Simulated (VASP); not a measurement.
A run of VASP 6.6.1:

The input POSCAR:

```
SnSe
1.0
    3.6820898423      0.0000000000      0.0000000000
    0.0000000000      3.6820898423      0.0000000000
    0.0000000000      0.0000000000      3.6820898423
Se Sn
1 1
Direct
    0.0000000000      0.0000000000      0.0000000000
    0.5000000000      0.5000000000      0.5000000000
```

Contents of INCAR.step1:

```
  PREC = Accurate
  ENCUT = 520
  ISMEAR = 0
  SIGMA = 0.05
  LREAL = False
  LASPH = True
  NELM = 80
  NBANDS = 17
  GGA = PE
  ALGO = Normal
  EDIFF = 1E-4
  LWAVE = True
  LCHARG = False
```

Contents of INCAR.step2:

```
  PREC = Accurate
  ENCUT = 520
  EDIFF = 1E-7
  ISMEAR = 0
  SIGMA = 0.05
  LREAL = False
  LASPH = True
  NELM = 80
  ALGO = Normal
  ISIF = 2
  LWAVE = False
  LCHARG = False
  METAGGA = R2SCAN
  LMIXTAU = True
  IVDW = 12
  VDW_S6 = 1.0
  VDW_S8 = 0.78981345
  VDW_A1 = 0.49484001
  VDW_A2 = 5.73083694
  NBANDS = 17
  ISTART = 1
```

File KPOINTS:

```
Automatic mesh
0
Gamma
  10 10 10
```

Potentials or basis: VASP PAW PBE potentials, release 64 (Se, Sn_d).

Command:

```bash
$ cat potpaw_PBE.64/Se/POTCAR potpaw_PBE.64/Sn_d/POTCAR > POTCAR
$ cp INCAR.step1 INCAR
$ mpirun -np 1 vasp_std > vasp.out
$ cp INCAR.step2 INCAR
$ mpirun -np 1 vasp_std > vasp.out
```

Hardware: 1 thread of Intel Xeon 8259CL (shared host).

Task: How long does it take, and how much memory?

Result: It took 3.6 min on 1 thread of Intel Xeon 8259CL, on a shared host, peak memory 0.2 GiB. Counts: k points 56.
